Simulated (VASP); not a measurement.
# TaN (P-62m) in VASP: notebook

The runs below take TaN through single point, relaxation of cell and atoms, with PBEsol+D3(BJ), PBEsol, BLYP+D3(BJ).

All numbers are computed with VASP 6.6.1; they aren't measurements. Logs are shortened: lines on timing, memory, paths and dates and some standing lists are left out, and cuts for length are marked.

## (1) The cell of the first run

Symmetry: P-62m, No. 189, hexagonal system. Conventional cell: a = 5.144 Å, b = 5.144 Å, c = 2.879 Å, α = 90.00°, β = 90.00°, γ = 120.00°. Within 2.8 Å of Ta (site symmetry -6) lie 6 N at 2.14 Å. Within 2.7 Å of Ta (site symmetry -62m) lie 3 N at 2.03 Å. Within 2.7 Å of N (site symmetry m2m) lie 5 Ta at 2.03 to 2.14 Å.

## (2) Single point, PBEsol+D3(BJ)

INCAR reads:

```
PREC = Accurate
ENCUT = 520
EDIFF = 1E-7
ISMEAR = 1
SIGMA = 0.1
LREAL = F
LASPH = T
NELM = 100
ALGO = Normal
ISIF = 2
LWAVE = F
LCHARG = T
GGA = PS
IVDW = 12
LELF = T
LVHAR = T
NBANDS = 33
```

KPOINTS reads:

```
Automatic mesh
0
Gamma
  6 6 9
```

POSCAR reads:

```
TaN
1.0
    5.1443232065      0.0000000000      0.0000000000
   -2.5721616032      4.4551145821      0.0000000000
    0.0000000000      0.0000000000      2.8789491322
Ta N
3 3
Direct
    0.3333333333      0.6666666667      0.5000000000
    0.6666666667      0.3333333333      0.5000000000
    0.0000000000      0.0000000000      0.0000000000
    0.3941806311      0.0000000000      0.0000000000
    0.6058193689      0.6058193689      0.0000000000
    0.0000000000      0.3941806311      0.0000000000
```

Potentials or basis: VASP PAW PBE potentials, release 64 (Ta_pv, N).

The run is started by

```bash
> cat potpaw_PBE.64/Ta_pv/POTCAR potpaw_PBE.64/N/POTCAR > POTCAR
> mpirun -np 1 vasp_std > vasp.out
```

OUTCAR:

```text
PREC = Accurate
   ENCUT = 520
   EDIFF = 1E-7
   ISMEAR = 1
   LREAL = F
   LASPH = T
   NELM = 100
   ISIF = 2
   GGA = PS
   IVDW = 12
 IVDW          = 12

 ion  position               nearest neighbor table
   1  0.333  0.667  0.500-   4 2.14   4 2.14   6 2.14   6 2.14   5 2.14   5 2.14   2 2.97   2 2.97
                             2 2.97   3 3.30   3 3.30   3 3.30   3 3.30   3 3.30   3 3.30
   2  0.667  0.333  0.500-   6 2.14   6 2.14   4 2.14   4 2.14   5 2.14   5 2.14   1 2.97   1 2.97
                             1 2.97   3 3.30   3 3.30   3 3.30   3 3.30   3 3.30   3 3.30
   3  0.000  0.000  0.000-   6 2.03   4 2.03   5 2.03   2 3.30   1 3.30   1 3.30   2 3.30   1 3.30
                             1 3.30   2 3.30   2 3.30   2 3.30   2 3.30   1 3.30   1 3.30
   4  0.394  0.000  0.000-   3 2.03   1 2.14   1 2.14   2 2.14   2 2.14
   5  0.606  0.606  0.000-   3 2.03   2 2.14   2 2.14   1 2.14   1 2.14
   6  0.000  0.394  0.000-   3 2.03   2 2.14   2 2.14   1 2.14   1 2.14

  LATTYP: Found a hexagonal cell.
 ALAT       =     5.1443232065
 C/A-ratio  =     0.5596361303

  Lattice vectors:

 A1 = (   5.1443232065,   0.0000000000,   0.0000000000)
 A2 = (  -2.5721616032,   4.4551145821,   0.0000000000)
 A3 = (   0.0000000000,   0.0000000000,   2.8789491322)

Analysis of symmetry for initial positions (statically):
=====================================================================
 Subroutine PRICEL returns:
 Original cell was already a primitive cell.

 Routine SETGRP: Setting up the symmetry group for a
 hexagonal supercell.

 Subroutine GETGRP returns: Found 12 space group operations
 (whereof 12 operations were pure point group operations)
 out of a pool of 24 trial point group operations.

The static configuration has the point symmetry D_3h.

Analysis of symmetry for dynamics (positions and initial velocities):
=====================================================================
 Subroutine PRICEL returns:
 Original cell was already a primitive cell.

 Routine SETGRP: Setting up the symmetry group for a
 hexagonal supercell.

 Subroutine GETGRP returns: Found 12 space group operations
 (whereof 12 operations were pure point group operations)
 out of a pool of 24 trial point group operations.

The dynamic configuration has the point symmetry D_3h.

 Subroutine INISYM returns: Found 12 space group operations
 (whereof 12 operations are pure point group operations),
 and found     1 'primitive' translations

----------------------------------------------------------------------------------------

                                     Primitive cell

  volume of cell :      65.9813

  direct lattice vectors                    reciprocal lattice vectors
     5.144323207  0.000000000  0.000000000     0.194389030  0.112230559  0.000000000
    -2.572161603  4.455114582  0.000000000     0.000000000  0.224461118  0.000000000
     0.000000000  0.000000000  2.878949132     0.000000000  0.000000000  0.347348965

  length of vectors
     5.144323207  5.144323206  2.878949132     0.224461118  0.224461118  0.347348965

  position of ions in fractional coordinates (direct lattice)
     0.333333333  0.666666667  0.500000000
     0.666666667  0.333333333  0.500000000
     0.000000000  0.000000000  0.000000000
     0.394180631  0.000000000  0.000000000
     0.605819369  0.605819369  0.000000000
     0.000000000  0.394180631  0.000000000

  ion indices of the primitive-cell ions
   primitive index   ion index
                 1           1
                 2           2
                 3           3
                 4           4
                 5           5
                 6           6

----------------------------------------------------------------------------------------

 KPOINTS: Automatic mesh

Automatic generation of k-mesh.
 Grid dimensions read from file:
 generate k-points for:    6    6    9

 Generating k-lattice:

  Cartesian coordinates                     Fractional coordinates (reciprocal lattice)
     0.032398172  0.018705093  0.000000000     0.166666667  0.000000000  0.000000000
     0.000000000  0.037410186  0.000000000     0.000000000  0.166666667  0.000000000
     0.000000000  0.000000000  0.038594329     0.000000000  0.000000000  0.111111111

  Length of vectors
     0.037410186  0.037410186  0.038594329

  Shift w.r.t. Gamma in fractional coordinates (k-lattice)
     0.000000000  0.000000000  0.000000000

 Subroutine IBZKPT returns following result:
 ===========================================

 Found     35 irreducible k-points:

 Following reciprocal coordinates:
            Coordinates               Weight
  0.000000  0.000000  0.000000      1.000000
  0.166667 -0.000000  0.000000      6.000000
  0.333333  0.000000  0.000000      6.000000
  0.500000  0.000000  0.000000      3.000000
  0.166667  0.166667  0.000000      6.000000
  0.333333  0.166667  0.000000     12.000000
[... 16 lines left out ...]
  0.166667 -0.000000  0.333333     12.000000
  0.333333  0.000000  0.333333     12.000000
 [... further k-points ...]
   k-points           NKPTS =     35   k-points in BZ     NKDIM =     35   number of bands    NBANDS=     33
   number of dos      NEDOS =    301   number of ions     NIONS =      6
   total plane-waves  NPLWV =  38400
   dimension x,y,z NGX =    40 NGY =   40 NGZ =   24
   dimension x,y,z NGXF=    80 NGYF=   80 NGZF=   48
   ions per type =               3   3
   NGX,Y,Z   is equivalent  to a cutoff of  12.93, 12.93, 13.86 a.u.
   NGXF,Y,Z  is equivalent  to a cutoff of  25.85, 25.85, 27.72 a.u.
 SYSTEM =  unknown system
   PREC   = accura    normal or accurate (medium, high low for compatibility)
   ISTART =      0    job   : 0-new  1-cont  2-samecut
   ICHARG =      2    charge: 1-file 2-atom 10-const
   ISPIN  =      1    spin polarized calculation?
   LNONCOLLINEAR =      F non collinear calculations
   LSORBIT =      F    spin-orbit coupling
   LASPH  =      T    aspherical Exc in radial PAW
   ENCUT  =  520.0 eV  38.22 Ry    6.18 a.u.   9.57  9.57  5.35*2*pi/ulx,y,z
   NELM   =    100;   NELMIN=  2; NELMDL= -5     # of ELM steps
   EDIFF  = 0.1E-06   stopping-criterion for ELM
   LREAL  =      F    real-space projection
   EDIFFG = 0.1E-05   stopping-criterion for IOM
   NSW    =      0    number of steps for IOM
   IBRION =     -1    ionic relax: 0-MD 1-quasi-New 2-CG
   NFREE  =      0    steps in history (QN), initial steepest desc. (CG)
   ISIF   =      2    stress and relaxation
   ISYM   =      2    0-nonsym 1-usesym 2-fastsym
   POTIM  = 0.5000    time-step for ionic-motion
   TEBEG  =    0.0;   TEEND  =   0.0 temperature during run
   PSTRESS=    0.0 pullay stress
   NELECT =      48.0000    total number of electrons
   NUPDOWN=      -1.0000    fix difference up-down
   EMIN   =  10.00;   EMAX   =-10.00  energy-range for DOS
   EFERMI =   0.00;   METHOD = LEGACY
   ISMEAR =     1;   SIGMA  =   0.10  broadening in eV -4-tet -1-fermi 0-gaus
   EFERMI_NEDOS =   21; number of points for ismear=-14 and -15
   IALGO  =     38    algorithm
   IMIX   =      4    mixing-type and parameters
     AMIX     =   0.40;   BMIX     =  1.00
     AMIX_MAG =   1.60;   BMIX_MAG =  1.00
  volume/ion in A,a.u.               =      11.00        74.21
  Fermi-wavevector in a.u.,A,eV,Ry     =   1.472363  2.782362 29.495425  2.167853
  Thomas-Fermi vector in A             =   2.587387
   LORBIT       =      0    0 simple, 1 ext, 2 COOP (PROOUT), +10 PAW based schemes
   GGA     = PS    functional components
   LHFCALC =     F    Hartree Fock is set to
   AEXX    =    0.0000 exact exchange contribution
   IVDW    =    12    specifies the selected vdW correction
   LEPSILON=     F    determine dielectric tensor
   LRPA    =     F    only Hartree local field effects (RPA)
 non-spin polarized calculation
 Methfessel and Paxton  Order N= 1 SIGMA  =   0.10
  energy-cutoff  :      520.00
  volume of cell :       65.98
 maximum number of plane-waves:      1799
 NGX is ok and might be reduce to    40
   NGX = 19   NGY = 19   NGZ = 11

 number of electron      47.9999998 magnetization

 Free energy of the ion-electron system (eV)
  ---------------------------------------------------
  ext. energy  EPLUGINS =         0.00000000
  ---------------------------------------------------
  free energy    TOTEN  =       -71.40413700 eV

  energy without entropy =      -71.40224065  energy(sigma->0) =      -71.40350488

 E-fermi :   8.5033     XC(G=0): -13.3288

 val. band max:        8.5004146297   @ k =   0.0000   0.0000   0.2222
 cond. band min:       8.5110109965   @ k =   0.1667  -0.0000   0.2222
 fundamental gap:      0.0105963668
 Fermi energy:         8.5033203369

 k-point     1 :       0.0000    0.0000    0.0000
  band No.  band energies     occupation
      1     -27.6641      2.00000
      2     -27.6641      2.00000
      3     -27.2798      2.00000
      4     -27.2798      2.00000
      5     -27.0727      2.00000
      6     -26.9496      2.00000
[... 25 lines left out ...]
     32      11.8345      0.00000
     33      11.8345      0.00000

 k-point     2 :       0.1667   -0.0000    0.0000
  band No.  band energies     occupation
      1     -27.6913      2.00000
      2     -27.6576      2.00000
      3     -27.2519      2.00000
      4     -27.2430      2.00000
      5     -27.0650      2.00000
      6     -26.9567      2.00000
[... 25 lines left out ...]
     32      11.7828      0.00000
     33      12.0471      0.00000
[... 754 lines left out ...]
     32      12.1528      0.00000
     33      13.3248      0.00000

 k-point    24 :       0.3333    0.0000    0.3333
  band No.  band energies     occupation
      1     -27.7878      2.00000
      2     -27.6552      2.00000
      3     -27.5741      2.00000
      4     -27.4729      2.00000
      5     -27.1815      2.00000
      6     -27.0771      2.00000
[... 25 lines left out ...]
     32      12.4004      0.00000
     33      13.7963      0.00000

 [... further k-points ...]

------------------------ aborting loop because EDIFF is reached ----------------------------------------

 Edisp (eV)   -2.70099

 E8    (eV) :    -1.8754

  FORCE on cell =-STRESS in cart. coord.  units (eV):
  Direction    XX          YY          ZZ          XY          YZ          ZX
  --------------------------------------------------------------------------------------
  -------------------------------------------------------------------------------------
  Total       0.41866     0.41866     0.39212     0.00000     0.00000    -0.00000
  in kB      10.16610    10.16610     9.52163     0.00000     0.00000    -0.00000
  external pressure =        9.95 kB  Pullay stress =        0.00 kB

 VOLUME and BASIS-vectors are now :
 -----------------------------------------------------------------------------
  energy-cutoff  :      520.00
  volume of cell :       65.98
      direct lattice vectors                 reciprocal lattice vectors
     5.144323207  0.000000000  0.000000000     0.194389030  0.112230559  0.000000000
    -2.572161603  4.455114582  0.000000000     0.000000000  0.224461118  0.000000000
     0.000000000  0.000000000  2.878949132     0.000000000  0.000000000  0.347348965

 POSITION                                       TOTAL-FORCE (eV/Angst)
 -----------------------------------------------------------------------------------
     -0.00000      2.97008      1.43947        -0.000000      0.000000     -0.000000
      2.57216      1.48504      1.43947        -0.000000      0.000000     -0.000000
      0.00000      0.00000      0.00000        -0.000000      0.000000     -0.000000
      2.02779      0.00000      0.00000         0.012065      0.000000      0.000000
      1.55827      2.69899      0.00000        -0.006032     -0.010448     -0.000000
     -1.01390      1.75612      0.00000        -0.006032      0.010448     -0.000000
 -----------------------------------------------------------------------------------
    total drift:                               -0.000001     -0.000002      0.000000

  FREE ENERGIE OF THE ION-ELECTRON SYSTEM (eV)
  ---------------------------------------------------
  free  energy   TOTEN  =       -74.1051255479 eV

  energy  without entropy=      -74.1032291938  energy(sigma->0) =      -74.10449343
```

Wall time 38 s (1 thread of Intel Xeon 6975P-C (Granite Rapids), shared host); peak memory 0.23 GiB.

Results:

- Free energy: -74.1051 eV
- Pressure: 1.0 GPa
- Largest force: 0.012 eV/Å
- Band gap on the k mesh: zero (band 24 reaches 10.35 eV, above the bottom of band 25 at 7.14 eV)
- Dispersion energy per atom: -0.450 eV

Forces on the atoms (eV/Å):
```
Ta   0.000  0.000  0.000
Ta   0.000  0.000  0.000
Ta   0.000  0.000  0.000
N    0.012  0.000  0.000
N   -0.006 -0.010  0.000
N   -0.006  0.010  0.000
```

Caveat: the PAW data sets were made with another functional, which shifts forces and pressure a little; spin-orbit coupling is left out, which moves the levels of the heavy elements; pairwise dispersion overbinds metals, which lowers pressure and volume.

## (3) Single point, PBEsol

This run uses another cell than the first one, of 11.21 Å³/atom, 1.020 times its volume.

INCAR reads:

```
SYSTEM = TaN
PREC = Accurate
ENCUT = 520
EDIFF = 1E-6
ISMEAR = 1
SIGMA = 0.1
LREAL = .False.
LASPH = .True.
NELM = 100
ALGO = Normal
ISIF = 2
LWAVE = .False.
LCHARG = .True.
GGA = PS
LELF = .True.
LVHAR = .True.
NBANDS = 33
```

KPOINTS reads:

```
regular mesh
0
Gamma
  6 6 9
  0 0 0
```

POSCAR reads:

```
TaN
1.0
    5.1808816035      0.0000000000      0.0000000000
   -2.5904408018      4.4867750827      0.0000000000
    0.0000000000      0.0000000000      2.8943947932
Ta N
3 3
Direct
    0.3333333333      0.6666666667      0.5000000000
    0.6666666667      0.3333333333      0.5000000000
    0.0000000000      0.0000000000      0.0000000000
    0.3932554167      0.0000000000      0.0000000000
    0.6067445833      0.6067445833      0.0000000000
    0.0000000000      0.3932554167      0.0000000000
```

Potentials or basis: VASP PAW PBE potentials, release 64 (Ta_pv, N).

The run is started by

```bash
> cat potpaw_PBE.64/Ta_pv/POTCAR potpaw_PBE.64/N/POTCAR > POTCAR
> mpirun -np 1 vasp_std > vasp.out
```

Run time: 40 s. Hardware: 1 thread of Intel Xeon 6975P-C (Granite Rapids), shared host; peak memory 0.21 GiB.

Results (log left out):

```
Free energy            : -71.4389 eV
Pressure               : 0.9 GPa
Largest force          : 0.017 eV/Å
Band gap on the k mesh : zero (band 24 reaches 10.12 eV, above the bottom of band 25 at 6.93 eV)
```

Forces on the atoms (eV/Å):
```
Ta   0.000  0.000  0.000
Ta   0.000  0.000  0.000
Ta   0.000  0.000  0.000
N    0.017  0.000  0.000
N   -0.008 -0.014  0.000
N   -0.008  0.014  0.000
```

Stress tensor (GPa, compression positive):
```
0.90 0.00 0.00
0.00 0.90 0.00
0.00 0.00 0.79
```

Levels at points of the mesh, in eV from the Fermi level:
```tsv
k point	band 20	band 21	band 22	band 23	band 24	band 25	band 26	band 27	band 28	band 29
(0.00, 0.00, 0.00)	-5.06	-4.26	-3.31	-1.95	-0.93	-0.93	0.60	0.60	1.84	1.98
(0.50, 0.00, 0.00)	-4.62	-3.93	-3.90	-2.87	-2.67	1.25	1.83	1.94	2.47	2.48
```

Caveat: the PAW data sets were made with another functional, which shifts forces and pressure a little; spin-orbit coupling is left out, which moves the levels of the heavy elements.

[end of part 1 of 3]
